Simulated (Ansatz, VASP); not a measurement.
# One calculation of Cu, two programs

INCAR

```
PREC     = Accurate       # precision mode
ENCUT    = 520            # plane-wave cutoff, eV
EDIFF    = 1E-6           # SCF threshold, eV
ISMEAR   = 0              # smearing method
SIGMA    = 0.15           # smearing width, eV
LREAL    = False          # projectors in reciprocal space
LASPH    = True           # aspherical terms in the spheres
NELM     = 100            # most SCF steps
ALGO     = Fast           # electronic algorithm
ISIF     = 2              # what is computed and relaxed
LWAVE    = False          # write WAVECAR
LCHARG   = False          # write CHGCAR
GGA      = CA             # functional
NBANDS   = 18             # bands
```

Contents of KPOINTS:

```
Automatic mesh
0
Gamma
  18 18 14
```

The input POSCAR:

```
Cu
1.0
    0.0000000000     -1.8075000000     -1.8075000000
    0.0000000000      1.8075000000     -1.8075000000
    3.6150000000      0.0000000000      0.0000000000
Cu
2
Direct
    0.5000000000      0.5000000000      0.4170124481
    0.0000000000      0.0000000000      0.0829875519
```

Input for Ansatz:

```yaml
crystal:
  lattice:
    - [0.0, -1.8075, -1.8075]
    - [0.0, 1.8075, -1.8075]
    - [3.615, 0.0, 0.0]
  atoms:
    - { symbol: Cu, position: [0.5, 0.5, 0.4170124481] }
    - { symbol: Cu, position: [0.0, 0.0, 0.0829875519] }
basis:
  ecutwfc: 420
kpoints:
  mp_grid: { grid: [18, 18, 14] }
hamiltonian:
  xc: lda
scf:
  occupations: { method: gaussian, width: 0.15 }
output:
  forces: true
  stress: true
  eigenvalues: true
```

Change from the starting cell: mode 6 (219.1 1/cm) frozen in, largest displacement -0.300 Å.

Alike in both runs: task single point; functional LDA; k mesh 18 × 18 × 14; occupations gaussian, width 0.15 eV; no spin polarisation.

```csv
,VASP,Ansatz
version,VASP 6.6.1,Ansatz 0.2.0
potentials or method,"VASP PAW LDA potentials, release 64 (Cu), cutoff 520 eV","scalar-relativistic, plane waves, PAW"
valence electrons in the cell,22,38
```

VASP gave:

| Property | Result |
| --- | --- |
| gap on the k mesh at the Fermi level (eV) | none |
| pressure (GPa) | 22.7 |
| traceless stress, the component that is largest in VASP (GPa) | -6.96 |
| rms of the force components (eV/Å) | 2.549 |

Question: Estimate Ansatz's values.

Answer: gap on the k mesh at the Fermi level (eV): none; pressure (GPa): 21.0; traceless stress, the component that is largest in VASP (GPa): -6.81; rms of the force components (eV/Å): 2.525.

LDA's correlation is that of Perdew and Zunger in VASP and of Perdew and Wang (1992) in Ansatz. Atom by atom the forces differ by 0.024 eV/Å (rms over components). A gap of «none» marks a metal or a gap that the smearing closes. VASP's potentials hold 22 valence electrons a cell and Ansatz's 38, so a difference there can come from the potentials and not from the codes.
